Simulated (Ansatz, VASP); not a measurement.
# Two plane-wave programs on ZnS

Contents of POSCAR:

```
ZnS
1.0
    0.0000000000      2.7479675482      2.6293462872
    2.7479675482      0.0000000000      2.6293462872
    2.7479675482      2.7479675482      0.0000000000
Zn S
1 1
Direct
    0.0000000000      0.0000000000      0.0000000000
    0.2500000000      0.2500000000      0.2500000000
```

INCAR.step1

```
PREC = Accurate
ENCUT = 520
ISMEAR = 0
SIGMA = 0.01
LREAL = False
LASPH = True
NELM = 80
NBANDS = 16
GGA = PE
ALGO = Normal
EDIFF = 1E-4
LWAVE = True
LCHARG = False
```

The input INCAR.step2:

```
PREC = Accurate
ENCUT = 520
EDIFF = 1E-7
ISMEAR = 0
SIGMA = 0.01
LREAL = False
LASPH = True
NELM = 80
ALGO = Normal
ISIF = 2
LWAVE = False
LCHARG = False
METAGGA = R2SCAN
LMIXTAU = True
NBANDS = 16
ISTART = 1
```

File KPOINTS:

```
Automatic mesh
0
Gamma
  8 8 8
```

Input for Ansatz:

```yaml
crystal:
  lattice:
    - [0.0, 2.7479675482, 2.6293462872]
    - [2.7479675482, 0.0, 2.6293462872]
    - [2.7479675482, 2.7479675482, 0.0]
  atoms:
    - { symbol: Zn, position: [0.0, 0.0, 0.0] }
    - { symbol: S, position: [0.25, 0.25, 0.25] }
kpoints:
  mp_grid: { grid: [8, 8, 8] }
  band_path:
    path:
      - [0.0, 0.0, 0.0]
      - [-0.5, -0.5, 0.0]
      - [-0.375, -0.375, 0.25]
      - [-0.375, 0.0, 0.375]
      - [0.0, 0.0, 0.5]
      - [-0.5, -0.25, 0.25]
    npoints: 1
hamiltonian:
  xc: r2scan
scf:
  occupations: { method: fixed }
  n_extra_bands: 4
output:
  forces: true
  stress: true
  eigenvalues: true
```

Change from the starting cell: epitaxial_xy strain +2.0%.

Alike in both runs: task single point; functional r2SCAN; k mesh 8 × 8 × 8; no spin polarisation.

|  | VASP | Ansatz |
| --- | --- | --- |
| version | VASP 6.6.1 | Ansatz 0.2.0 |
| potentials or method | VASP PAW PBE potentials, release 64 (Zn, S) | plane waves, PAW |
| plane-wave cutoff (eV) | 520 | 500 |
| occupations | gaussian, width 0.01 eV | fixed |
| valence electrons in the cell | 18 | 18 |

|  | VASP | Ansatz | Ansatz less VASP |
| --- | --- | --- | --- |
| gap on the k mesh at the Fermi level (eV) | 2.54 | 2.53 | -0.010 |
| pressure (GPa) | -1.2 | -1.2 | -0.02 |
| traceless stress, the component that is largest in VASP (GPa) | 1.20 | 1.18 | -0.015 |

VASP's potentials were made for PBE, not for r2SCAN.
